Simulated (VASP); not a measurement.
# PbS: single point with LDA

PbS:

```
Pb S
1.0
     2.10732   -6.07014    0.00000
     2.10732    6.07014    0.00000
     0.00000    0.00000    4.33563
Pb S
2 2
Direct
  0.86944 0.13056 0.75000
  0.13056 0.86944 0.25000
  0.64520 0.35480 0.75000
  0.35480 0.64520 0.25000
```

```yaml
Program: VASP 6.6.1
Task: single point
Functional: LDA
Potentials_or_basis: VASP PAW LDA potentials, release 64 (Pb_d, S)
Cutoff: 520 eV
k_mesh: 6 × 6 × 6
Occupations: gaussian, width 0.01 eV
Spin: no spin polarisation
```

* Pressure: -5.2 GPa
* Largest force: 0.321 eV/Å
* Band gap on the k mesh: 1.15 eV, indirect (least direct gap 1.32 eV)

Forces in eV/Å, atoms in the order of the input:
```
Pb   0.000  0.321  0.000
Pb   0.000 -0.321  0.000
S    0.000 -0.185  0.000
S    0.000  0.185  0.000
```

Stress tensor (GPa, compression positive):
```
-5.30  0.00  0.00
 0.00 -4.72  0.00
 0.00  0.00 -5.53
```

Levels at points of the mesh, in eV from the valence-band top:
```
           k point  band 16  band 17  band 18  band 19  band 20  band 21  band 22  band 23  band 24  band 25
(0.00, 0.00, 0.00)    -2.68    -2.14    -1.44    -1.27    -0.36     4.52     4.73     4.75     5.37     5.58
(0.50, 0.00, 0.00)    -1.82    -1.14    -0.97    -0.32    -0.27     1.71     1.83     2.20     2.87     3.11
(0.50, 0.50, 0.00)    -2.37    -1.78    -1.65    -1.10    -0.35     1.15     4.33     4.82     4.89     5.32
(0.00, 0.00, 0.50)    -2.50    -0.92    -0.92    -0.05    -0.05     1.78     1.78     2.75     2.75     4.84
(0.50, 0.00, 0.50)    -4.01    -2.86    -2.86    -1.27    -1.27     3.35     3.35     5.10     5.10     6.19
(0.50, 0.50, 0.50)    -1.04    -1.01    -1.01    -0.41    -0.41     1.59     1.59     3.14     3.14     3.44
```

It used 110 s of CPU time on 1 thread of AMD EPYC 7R13 Processor (Zen 3), with other jobs on the host.

Caveat: spin-orbit coupling is left out, which moves the levels of the heavy elements. A k mesh can miss the band edges.
